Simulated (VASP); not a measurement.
## Li2Se: single point with r2SCAN

The system is Li2Se.

```xyz
3
Lattice="2.8999 2.8999 0.0000 -2.8999 2.8999 0.0000 0.0000 2.8999 2.8999" Properties=species:S:1:pos:R:3 pbc="T T T"
Li   -1.4500    4.3499    1.4500
Li    1.4500    4.3499    1.4500
Se    0.0000    0.0000    0.0000
```

```
Program             : VASP 6.6.1
Task                : single point
Functional          : r2SCAN
Potentials or basis : VASP PAW PBE potentials, release 64 (Li_sv, Se)
Cutoff              : 830 eV
k mesh              : 8 × 8 × 8
Occupations         : gaussian, width 0.01 eV
Spin                : no spin polarisation
```

* Pressure: 3.9 GPa
* Band gap on the k mesh: 3.37 eV (least direct gap 4.64 eV)

Levels at points of the mesh, in eV from the valence-band top:
```
           k point  band 3  band 4  band 5  band 6  band 7  band 8  band 9  band 10
(0.00, 0.00, 0.00)  -12.07    0.00    0.00    0.00    4.64    6.35    6.35     6.35
(0.50, 0.00, 0.00)  -11.61   -3.26   -0.61   -0.61    6.41    6.64    6.64     9.09
(0.50, 0.50, 0.00)  -11.47   -2.50   -1.67   -1.67    3.37    7.25   12.07    12.07
```

Wall time 70 s on 1 thread of Intel(R) Xeon(R) 6975P-C (Granite Rapids) (shared host), peak memory 0.27 GiB.

Caveat: the cell stands under pressure; the PAW data sets were made with another functional, which shifts forces and pressure a little. A k mesh can miss the band edges.
